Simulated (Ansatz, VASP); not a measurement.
## Two plane-wave programs on TiPt3

File POSCAR:

```
TiPt3
1.0
    3.9208020700      0.0000000000      0.0000000000
    0.0000000000      3.9208020700      0.0000000000
    0.0000000000      0.0000000000      3.9208020700
Ti Pt
1 3
Direct
    0.0000000000      0.0000000000      0.0000000000
    0.0000000000      0.5000000000      0.5000000000
    0.5000000000      0.0000000000      0.5000000000
    0.5000000000      0.5000000000      0.0000000000
```

File INCAR.step1:

```
SYSTEM = TiPt3
ALGO = Normal
EDIFF = 1E-4
ENCUT = 520
GGA = PE
ISMEAR = -1
LASPH = .TRUE.
LCHARG = .FALSE.
LREAL = .FALSE.
LWAVE = .TRUE.
NBANDS = 29
NELM = 100
PREC = Accurate
SIGMA = 0.1
```

The input INCAR.step2:

```
SYSTEM = TiPt3
ALGO = Normal
EDIFF = 1E-6
ENCUT = 520
ISIF = 2
ISMEAR = -1
ISTART = 1
LASPH = .TRUE.
LCHARG = .FALSE.
LMIXTAU = .TRUE.
LREAL = .FALSE.
LWAVE = .FALSE.
METAGGA = R2SCAN
NBANDS = 29
NELM = 100
PREC = Accurate
SIGMA = 0.1
```

KPOINTS

```
k-points
0
G
  9 9 9
  0 0 0
```

Input for Ansatz:

```yaml
crystal:
  lattice:
    - [3.92080207, 0.0, 0.0]
    - [0.0, 3.92080207, 0.0]
    - [0.0, 0.0, 3.92080207]
  atoms:
    - { symbol: Ti, position: [0.0, 0.0, 0.0] }
    - { symbol: Pt, position: [0.0, 0.5, 0.5] }
    - { symbol: Pt, position: [0.5, 0.0, 0.5] }
    - { symbol: Pt, position: [0.5, 0.5, 0.0] }
  symmetry: { tolerance: 0.0003 }
hamiltonian:
  xc: r2scan
  pseudopotentials: { kind: paw, azcp: { folder: soft_1 } }
basis:
  ecutwfc: 500
magnetization:
  spin_polarized: false
scf:
  occupations: { method: fermi_dirac, width: 0.1 }
kpoints:
  mp_grid: { grid: [9, 9, 9], shift: [0, 0, 0] }
  band_path:
    path:
      - [0.0, 0.0, 0.0]
      - [0.0, 0.5, 0.0]
      - [0.5, 0.5, 0.0]
      - [0.0, 0.0, 0.0]
      - [0.5, 0.5, 0.5]
      - [0.0, 0.5, 0.0]
      - [0.5, 0.5, 0.5]
      - [0.5, 0.5, 0.0]
    npoints: 15
output:
  forces: true
  stress: true
  eigenvalues: true
  bader: true
  populations: true
  elf: true
  write_potential: true
  write_density: true
  volumetric_format: npy
  dos:
    e_range: [-12, 8]
    de: 0.05
    projected: { site_lists: { Pt: [Pt], Ti: [Ti] } }
```

Alike in both runs: task single point; functional r2SCAN; k mesh 9 × 9 × 9; occupations fermi-dirac, width 0.1 eV; no spin polarisation.

|  | VASP | Ansatz |
| --- | --- | --- |
| version | VASP 6.6.1 | Ansatz 0.2.0 |
| potentials or method | VASP PAW PBE potentials, release 64 (Ti_sv, Pt), cutoff 520 eV | PAW plane waves |
| valence electrons in the cell | 42 | 66 |

```tsv
	VASP	Ansatz	Ansatz less VASP
pressure (GPa)	0.8	0.0	-0.78
```

VASP's potentials were made for PBE, not for r2SCAN. With one functional, cell and mesh, what is left measures potentials, basis and numerics. VASP's potentials hold 42 valence electrons a cell and Ansatz's 66, so a difference there can come from the potentials and not from the codes.

Spin-orbit coupling is off throughout.
